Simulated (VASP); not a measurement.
# C (Fm-3m) in VASP: a series of runs

The runs below take C through single point, relaxation of cell and atoms, with PBE.

Program: VASP 6.6.1. These are calculated values, not measurements. Logs are shortened: lines on timing, memory, paths and dates and some standing lists are left out, and cuts for length are marked.

**1. The cell of the first run**

It takes space group Fm-3m (No. 225, cubic). The conventional cell has a = 2.431 Å, b = 2.431 Å, c = 2.431 Å, α = 90.00°, β = 90.00°, γ = 90.00°. Within 2.3 Å of C (site symmetry m-3m) lie 12 C at 1.72 Å.

**2. Single point, PBE (volume scaled by 0.489, to set the pressure)**

File INCAR:

```
PREC = Accurate
ENCUT = 520
EDIFF = 1E-6
ISMEAR = -1
SIGMA = 0.05
LREAL = False
LASPH = True
NELM = 80
ALGO = Normal
ISIF = 2
LWAVE = False
LCHARG = False
GGA = PE
NBANDS = 8
```

File KPOINTS:

```
regular mesh
0
Gamma
  28 28 28
```

File POSCAR:

```
C
1.0
    0.0000000000      1.2154552085      1.2154552085
    1.2154552085      0.0000000000      1.2154552085
    1.2154552085      1.2154552085      0.0000000000
C
1
Direct
    0.0000000000      0.0000000000      0.0000000000
```

Potentials or basis: VASP PAW PBE potentials, release 64 (C).

On the command line:

```bash
$ cat potpaw_PBE.64/C/POTCAR > POTCAR
$ mpirun -np 1 vasp_std > vasp.out
```

OUTCAR:

```text
PREC = Accurate
   ENCUT = 520
   EDIFF = 1E-6
   ISMEAR = -1
   LREAL = False
   LASPH = True
   NELM = 80
   ISIF = 2
   GGA = PE

 ion  position               nearest neighbor table
   1  0.000  0.000  0.000-

  LATTYP: Found a face centered cubic cell.
 ALAT       =     2.4309104170

  Lattice vectors:

 A1 = (   0.0000000000,   1.2154552085,   1.2154552085)
 A2 = (   1.2154552085,   0.0000000000,   1.2154552085)
 A3 = (   1.2154552085,   1.2154552085,   0.0000000000)

Analysis of symmetry for initial positions (statically):
=====================================================================
 Subroutine PRICEL returns:
 Original cell was already a primitive cell.

 Routine SETGRP: Setting up the symmetry group for a
 face centered cubic supercell.

 Subroutine GETGRP returns: Found 48 space group operations
 (whereof 48 operations were pure point group operations)
 out of a pool of 48 trial point group operations.

The static configuration has the point symmetry O_h .

Analysis of symmetry for dynamics (positions and initial velocities):
=====================================================================
 Subroutine PRICEL returns:
 Original cell was already a primitive cell.

 Routine SETGRP: Setting up the symmetry group for a
 face centered cubic supercell.

 Subroutine GETGRP returns: Found 48 space group operations
 (whereof 48 operations were pure point group operations)
 out of a pool of 48 trial point group operations.

The dynamic configuration has the point symmetry O_h .

 Subroutine INISYM returns: Found 48 space group operations
 (whereof 48 operations are pure point group operations),
 and found     1 'primitive' translations

----------------------------------------------------------------------------------------

                                     Primitive cell

  volume of cell :       3.5913

  direct lattice vectors                    reciprocal lattice vectors
     0.000000000  1.215455209  1.215455209    -0.411368512  0.411368512  0.411368512
     1.215455209  0.000000000  1.215455209     0.411368512 -0.411368512  0.411368512
     1.215455209  1.215455209  0.000000000     0.411368512  0.411368512 -0.411368512

  length of vectors
     1.718913240  1.718913240  1.718913240     0.712511163  0.712511163  0.712511163

  position of ions in fractional coordinates (direct lattice)
     0.000000000  0.000000000  0.000000000
[... 66 lines left out ...]
 SYSTEM =  unknown system
   PREC   = accura    normal or accurate (medium, high low for compatibility)
   ISTART =      0    job   : 0-new  1-cont  2-samecut
   ICHARG =      2    charge: 1-file 2-atom 10-const
   ISPIN  =      1    spin polarized calculation?
   LNONCOLLINEAR =      F non collinear calculations
   LSORBIT =      F    spin-orbit coupling
   LASPH  =      T    aspherical Exc in radial PAW
   ENCUT  =  520.0 eV  38.22 Ry    6.18 a.u.   3.20  3.20  3.20*2*pi/ulx,y,z
   NELM   =     80;   NELMIN=  2; NELMDL= -5     # of ELM steps
   EDIFF  = 0.1E-05   stopping-criterion for ELM
   LREAL  =      F    real-space projection
   EDIFFG = 0.1E-04   stopping-criterion for IOM
   NSW    =      0    number of steps for IOM
   IBRION =     -1    ionic relax: 0-MD 1-quasi-New 2-CG
   NFREE  =      0    steps in history (QN), initial steepest desc. (CG)
   ISIF   =      2    stress and relaxation
   ISYM   =      2    0-nonsym 1-usesym 2-fastsym
   POTIM  = 0.5000    time-step for ionic-motion
   TEBEG  =    0.0;   TEEND  =   0.0 temperature during run
   PSTRESS=    0.0 pullay stress
   NELECT =       4.0000    total number of electrons
   NUPDOWN=      -1.0000    fix difference up-down
   EMIN   =  10.00;   EMAX   =-10.00  energy-range for DOS
   EFERMI =   0.00;   METHOD = LEGACY
   ISMEAR =    -1;   SIGMA  =   0.05  broadening in eV -4-tet -1-fermi 0-gaus
   EFERMI_NEDOS =   21; number of points for ismear=-14 and -15
   IALGO  =     38    algorithm
   IMIX   =      4    mixing-type and parameters
     AMIX     =   0.40;   BMIX     =  1.00
     AMIX_MAG =   1.60;   BMIX_MAG =  1.00
  volume/ion in A,a.u.               =       3.59        24.24
  Fermi-wavevector in a.u.,A,eV,Ry     =   1.696990  3.206846 39.181704  2.879774
  Thomas-Fermi vector in A             =   2.777752
   LORBIT       =      0    0 simple, 1 ext, 2 COOP (PROOUT), +10 PAW based schemes
   GGA     = PE    functional components
[... 5 lines left out ...]
 non-spin polarized calculation
  energy-cutoff  :      520.00
  volume of cell :        3.59
 maximum number of plane-waves:       113
 NGX is ok and might be reduce to    14
   NGX =  7   NGY =  7   NGZ =  7

 number of electron       4.0000000 magnetization

 Free energy of the ion-electron system (eV)
  ---------------------------------------------------
  ext. energy  EPLUGINS =         0.00000000
  ---------------------------------------------------
  free energy    TOTEN  =        -2.07932347 eV

  energy without entropy =       -2.07696863  energy(sigma->0) =       -2.07814605

 E-fermi :  21.0278     XC(G=0): -16.3501

 val. band max:       21.0270550983   @ k =   0.4643   0.3571   0.1071
 cond. band min:      21.0349524455   @ k =   0.4286   0.3571   0.0000
 fundamental gap:      0.0078973472
 Fermi energy:        21.0277682328

 k-point     1 :       0.0000    0.0000    0.0000
  band No.  band energies     occupation
      1     -10.7758      2.00000
      2      35.8740      0.00000
      3      35.8740      0.00000
      4      35.8740      0.00000
      5      61.9094      0.00000
      6      61.9094      0.00000
      7      61.9094      0.00000
      8      67.6252      0.00000
[... 243 lines left out ...]
 k-point    24 :       0.3214    0.0357    0.0000
  band No.  band energies     occupation
      1      -4.9126      2.00000
      2      18.6622      2.00000
      3      32.3436      0.00000
      4      33.4305      0.00000
      5      57.7230      0.00000
      6      59.4321      0.00000
      7      61.5731      0.00000
      8      65.6070      0.00000

 [... further k-points ...]
[... 5 lines left out ...]
  --------------------------------------------------------------------------------------
  -------------------------------------------------------------------------------------
  Total        8.6092574      8.6092574      8.6092574     -0.0000000      0.0000000     -0.0000000
  in kB     3840.8681865   3840.8681865   3840.8681865     -0.0000000      0.0000000     -0.0000000
  external PRESSURE =    3840.8681865 kB  Pullay stress =       0.0000000 kB

 VOLUME and BASIS-vectors are now :
 -----------------------------------------------------------------------------
  energy-cutoff  :      520.00
  volume of cell :        3.59
      direct lattice vectors                 reciprocal lattice vectors
     0.000000000  1.215455209  1.215455209    -0.411368512  0.411368512  0.411368512
     1.215455209  0.000000000  1.215455209     0.411368512 -0.411368512  0.411368512
     1.215455209  1.215455209  0.000000000     0.411368512  0.411368512 -0.411368512

 POSITION                                       TOTAL-FORCE (eV/Angst)
 -----------------------------------------------------------------------------------
      0.00000      0.00000      0.00000         0.000000      0.000000      0.000000
 -----------------------------------------------------------------------------------
    total drift:                                0.000000     -0.000000      0.000000

  FREE ENERGIE OF THE ION-ELECTRON SYSTEM (eV)
  ---------------------------------------------------
  free  energy   TOTEN  =        -2.0793234674 eV

  energy  without entropy=       -2.0769686263  energy(sigma->0) =       -2.07814605
```

Wall time 8.8 s (1 thread of Intel Xeon Platinum 8259CL at 2.50GHz (Skylake/Cascade Lake), shared host); peak memory 0.11 GiB.

What came out:

```yaml
Free_energy: -2.0793 eV
Pressure: 384.1 GPa
Band_gap_on_the_k_mesh: zero (band 2 reaches 35.87 eV, above the bottom of band 3 at 15.89 eV)
```

Caveat: the cell differs from its parent crystal (volume scaled by 0.489, to set the pressure).

**3. Single point, PBE**

This run uses another cell than the first one, of 3.60 Å³/atom, 1.003 times its volume.

File INCAR:

```
SYSTEM = C
PREC = Accurate
ENCUT = 520
EDIFF = 1E-6
ISMEAR = -1
SIGMA = 0.05
LREAL = .False.
LASPH = .True.
NELM = 100
ALGO = Normal
ISIF = 2
LWAVE = .False.
LCHARG = .True.
GGA = PE
LELF = .True.
LVHAR = .True.
NBANDS = 8
```

File KPOINTS:

```
Automatic mesh
0
Gamma
  28 28 28
  0 0 0
```

File POSCAR:

```
C
1.0
    0.0000000000      1.2166569977      1.2166569977
    1.2166569977      0.0000000000      1.2166569977
    1.2166569977      1.2166569977      0.0000000000
C
1
Direct
    0.0000000000      0.0000000000      0.0000000000
```

Potentials or basis: VASP PAW PBE potentials, release 64 (C).

On the command line:

```bash
$ cat potpaw_PBE.64/C/POTCAR > POTCAR
$ mpirun -np 1 vasp_std > vasp.out
```

Wall time 8.8 s (1 thread of Intel Xeon Platinum 8259CL at 2.50GHz (Skylake/Cascade Lake), shared host); peak memory 0.12 GiB.

The run converged. Its results:

```yaml
Free_energy: -2.1048 eV
Pressure: 380.5 GPa
Band_gap_on_the_k_mesh: zero (band 2 reaches 35.76 eV, above the bottom of band 3 at 15.84 eV)
```

Levels at points of the mesh, in eV from the Fermi level:
```
           k point  band 1  band 2  band 3  band 4  band 5  band 6
(0.00, 0.00, 0.00)  -31.73   14.81   14.81   14.81   40.83   40.83
(0.50, 0.00, 0.00)  -18.80  -13.47   11.10   11.10   36.43   36.43
(0.50, 0.50, 0.00)  -15.13   -5.95    2.34    2.34   18.20   22.26
```

**4. Single point, PBE**

This run uses another cell than the first one, of 3.60 Å³/atom, 1.003 times its volume.

File INCAR:

```
PREC = Accurate
ENCUT = 520
EDIFF = 1E-6
ISMEAR = -1
SIGMA = 0.05
LREAL = F
LASPH = T
NELM = 60
ALGO = Normal
ISIF = 2
LWAVE = F
LCHARG = F
GGA = PE
NBANDS = 8
```

File KPOINTS:

```
Automatic mesh
0
Gamma
  28 28 28
```

POSCAR is that of step 3.

On the command line:

```bash
$ cat potpaw_PBE.64/C/POTCAR > POTCAR
$ mpirun -np 1 vasp_std > vasp.out
```

Wall time 8.5 s (1 thread of Intel Xeon Platinum 8259CL at 2.50GHz (Skylake/Cascade Lake), shared host); peak memory 0.12 GiB.

Results (log left out):

- Free energy: -2.1048 eV
- Pressure: 380.5 GPa
- Band gap on the k mesh: zero (band 2 reaches 35.76 eV, above the bottom of band 3 at 15.84 eV)

Levels at points of the mesh, in eV from the Fermi level:
```tsv
k point	band 1	band 2	band 3	band 4	band 5	band 6
(0.00, 0.00, 0.00)	-31.73	14.81	14.81	14.81	40.83	40.83
(0.50, 0.00, 0.00)	-18.80	-13.47	11.10	11.10	36.43	36.43
(0.50, 0.50, 0.00)	-15.13	-5.95	2.34	2.34	18.20	22.26
```

**5. Single point, PBE**

This run uses another cell than the first one, of 7.34 Å³/atom, 2.045 times its volume.

File INCAR:

```
  ALGO = Normal
  EDIFF = 1E-7
  ENCUT = 520
  GGA = PE
  ISIF = 2
  ISMEAR = -1
  LASPH = T
  LCHARG = F
  LREAL = F
  LWAVE = F
  NBANDS = 8
  NELM = 80
  PREC = Accurate
  SIGMA = 0.05
```

File KPOINTS:

```
k-points
0
Gamma
  23 23 23
```

File POSCAR:

```
C
1.0
    0.0000000000      1.5427752840      1.5427752840
    1.5427752840      0.0000000000      1.5427752840
    1.5427752840      1.5427752840      0.0000000000
C
1
Direct
    0.0000000000      0.0000000000      0.0000000000
```

Potentials or basis: VASP PAW PBE potentials, release 64 (C).

On the command line:

```bash
$ cat potpaw_PBE.64/C/POTCAR > POTCAR
$ mpirun -np 1 vasp_std > vasp.out
```

OUTCAR:

```text
EDIFF = 1E-7
   ENCUT = 520
   GGA = PE
   ISIF = 2
   ISMEAR = -1
   LASPH = T
   LREAL = F
   NELM = 80
   PREC = Accurate

 ion  position               nearest neighbor table
   1  0.000  0.000  0.000-

  LATTYP: Found a face centered cubic cell.
 ALAT       =     3.0855505680

  Lattice vectors:

 A1 = (   0.0000000000,   1.5427752840,   1.5427752840)
 A2 = (   1.5427752840,   0.0000000000,   1.5427752840)
 A3 = (   1.5427752840,   1.5427752840,   0.0000000000)

Analysis of symmetry for initial positions (statically):
[... 433 lines left out ...]
      2      -0.8890      2.00000
      3      13.5243      0.00000
      4      13.6971      0.00000
      5      32.1993      0.00000
      6      33.3175      0.00000
      7      35.1212      0.00000
      8      37.5774      0.00000

 [... further k-points ...]
[... 5 lines left out ...]
  --------------------------------------------------------------------------------------
  -------------------------------------------------------------------------------------
  Total        0.0050906      0.0050906      0.0050906     -0.0000000     -0.0000000     -0.0000000
  in kB        1.1105551      1.1105551      1.1105551     -0.0000000     -0.0000000     -0.0000000
  external PRESSURE =       1.1105551 kB  Pullay stress =       0.0000000 kB

 VOLUME and BASIS-vectors are now :
 -----------------------------------------------------------------------------
  energy-cutoff  :      520.00
  volume of cell :        7.34
      direct lattice vectors                 reciprocal lattice vectors
     0.000000000  1.542775284  1.542775284    -0.324091269  0.324091269  0.324091269
     1.542775284  0.000000000  1.542775284     0.324091269 -0.324091269  0.324091269
     1.542775284  1.542775284  0.000000000     0.324091269  0.324091269 -0.324091269

 POSITION                                       TOTAL-FORCE (eV/Angst)
 -----------------------------------------------------------------------------------
      0.00000      0.00000      0.00000         0.000000      0.000000      0.000000
 -----------------------------------------------------------------------------------
    total drift:                               -0.000000      0.000000     -0.000000

  FREE ENERGIE OF THE ION-ELECTRON SYSTEM (eV)
  ---------------------------------------------------
  free  energy   TOTEN  =        -4.6651397659 eV

  energy  without entropy=       -4.6617528902  energy(sigma->0) =       -4.66344633
```

OSZICAR:

```text
N       E                     dE             d eps       ncg     rms          rms(c)
DAV:   1    -0.304197162718E+01   -0.30420E+01   -0.23332E+03  6320   0.481E+02
DAV:   2    -0.465933466233E+01   -0.16174E+01   -0.15339E+01  7944   0.282E+01
DAV:   3    -0.466513454478E+01   -0.57999E-02   -0.57982E-02  6416   0.181E+00
DAV:   4    -0.466513645311E+01   -0.19083E-05   -0.19080E-05  8312   0.308E-02
DAV:   5    -0.466513645294E+01    0.16928E-09   -0.36747E-09  6528   0.249E-04    0.823E-01
DAV:   6    -0.466480800465E+01    0.32845E-03   -0.12372E-03  6112   0.200E-01    0.474E-01
DAV:   7    -0.466511628364E+01   -0.30828E-03   -0.19074E-03  6248   0.256E-01    0.371E-02
DAV:   8    -0.466514042334E+01   -0.24140E-04   -0.44773E-05  6416   0.514E-02    0.704E-03
DAV:   9    -0.466514010430E+01    0.31904E-06   -0.12921E-07  7104   0.315E-03    0.421E-03
DAV:  10    -0.466513977147E+01    0.33282E-06   -0.37057E-08  6392   0.182E-03    0.769E-05
DAV:  11    -0.466513976592E+01    0.55522E-08   -0.16830E-10  3176   0.107E-04
   1 F= -.46651398E+01 E0= -.46634463E+01  d E =-.338688E-02
```

stdout:

```text
POSCAR found type information on POSCAR C
 POSCAR found :  1 types and       1 ions
 scaLAPACK will be used
 LDA part: xc-table for (Slater+PW92), standard interpolation
 POSCAR, INCAR and KPOINTS ok, starting setup
 FFT: planning ... GRIDC
 FFT: planning ... GRID_SOFT
 FFT: planning ... GRID
 WAVECAR not read
 entering main loop
```

Wall time 7.7 s (1 thread of Intel Xeon Platinum 8259CL at 2.50GHz (Skylake/Cascade Lake), shared host); peak memory 0.12 GiB.

Results:

* Free energy: -4.6651 eV
* Pressure: 0.1 GPa
* Band gap on the k mesh: zero (band 2 reaches 15.46 eV, above the bottom of band 3 at 4.42 eV)

**6. Relaxation of cell and atoms, PBE, target pressure 380 GPa, at which the enthalpy is minimised**

File INCAR:

```
PREC     = Accurate       # precision mode
ENCUT    = 600            # plane-wave cutoff, eV
EDIFF    = 1E-7           # SCF threshold, eV
ISMEAR   = -1             # smearing method
SIGMA    = 0.05           # smearing width, eV
LREAL    = False          # projectors in reciprocal space
LASPH    = True           # aspherical terms in the spheres
NELM     = 100            # most SCF steps
ALGO     = Normal         # electronic algorithm
ISIF     = 3              # what is computed and relaxed
LWAVE    = False          # write WAVECAR
LCHARG   = False          # write CHGCAR
GGA      = PE             # functional
IBRION   = 2              # ionic algorithm
NSW      = 60             # ionic steps
EDIFFG   = -0.005         # ionic threshold
PSTRESS  = 3800.0
```

File KPOINTS:

```
regular mesh
0
Gamma
  28 28 28
```

File POSCAR:

```
C
1.0
    0.0000000000      1.2154552085      1.2154552085
    1.2154552085      0.0000000000      1.2154552085
    1.2154552085      1.2154552085      0.0000000000
C
1
Direct
    0.0000000000      0.0000000000      0.0000000000
```

Potentials or basis: VASP PAW PBE potentials, release 64 (C).

On the command line:

```bash
$ cat potpaw_PBE.64/C/POTCAR > POTCAR
$ mpirun -np 1 vasp_std > vasp.out
```

Wall time 6.2 s (1 thread of Intel Xeon 6975P-C (Granite Rapids), shared host); peak memory 0.11 GiB.

Results (log left out):

```
Free energy                                            : -2.1061 eV
Relaxed volume                                         : 3.60 Å³/atom
Relaxed cell                                           : a = 1.721 Å, b = 1.721 Å, c = 1.721 Å, α = 60.00°, β = 60.00°, γ = 60.00°
Space group after relaxing (to 0.05 Å)                 : Fm-3m (No. 225)
Energy change on relaxing (the enthalpy is what falls) : -25.1 meV/atom
Ionic steps                                            : 3
Pressure after relaxing                                : 380.0 GPa
Band gap on the k mesh                                 : zero (band 2 reaches 35.76 eV, above the bottom of band 3 at 15.84 eV)
```

The path:
```tsv
step	energy change (eV)	largest force (eV/Å)	pressure (GPa)	volume (Å³)
1	0.0000	0.0000	383.51	3.59
2	-0.0966	0.0000	369.90	3.63
3	-0.0251	0.0000	379.99	3.60
```

Final structure:
```yaml
crystal:
  lattice:
    - [0.00000, 1.21664, 1.21664]
    - [1.21664, 0.00000, 1.21664]
    - [1.21664, 1.21664, 0.00000]
  atoms:
    - { symbol: C, position: [0.00000, 0.00000, 0.00000] }
```

Levels at points of the mesh, in eV from the Fermi level:
```
           k point  band 1  band 2  band 3  band 4  band 5
(0.00, 0.00, 0.00)  -31.73   14.81   14.81   14.81   40.83
(0.50, 0.00, 0.00)  -18.80  -13.47   11.09   11.09   36.43
(0.50, 0.50, 0.00)  -15.13   -5.95    2.34    2.34   18.20
```

Caveat: the cell is relaxed towards a set pressure, so the enthalpy falls and the energy may rise.

**7. Summary**

```tsv
task	cell	k mesh	cutoff (eV)	gap on the mesh (eV)	pressure (GPa)
single point	a = 1.719 Å, angles 60.0°, 1 atom	28 × 28 × 28	520	none	384.1
single point	a = 1.721 Å, angles 60.0°, 1 atom	28 × 28 × 28	520	none	380.5
single point	a = 2.182 Å, angles 60.0°, 1 atom	23 × 23 × 23	520	none	0.1
relaxation of cell and atoms	relaxed to 380 GPa from a = 1.719 Å, angles 60.0°, 1 atom	28 × 28 × 28	600	none	380.0
```

Alike in all rows: level PBE; potentials or basis VASP PAW PBE potentials, release 64 (C); no spin polarisation; smearing fermi-dirac 0.05 eV.

Caveats: the cell is relaxed towards a set pressure, so the enthalpy falls and the energy may rise (some runs).

Total energies depend on the potentials used, so only differences within one code and one set of settings carry meaning.
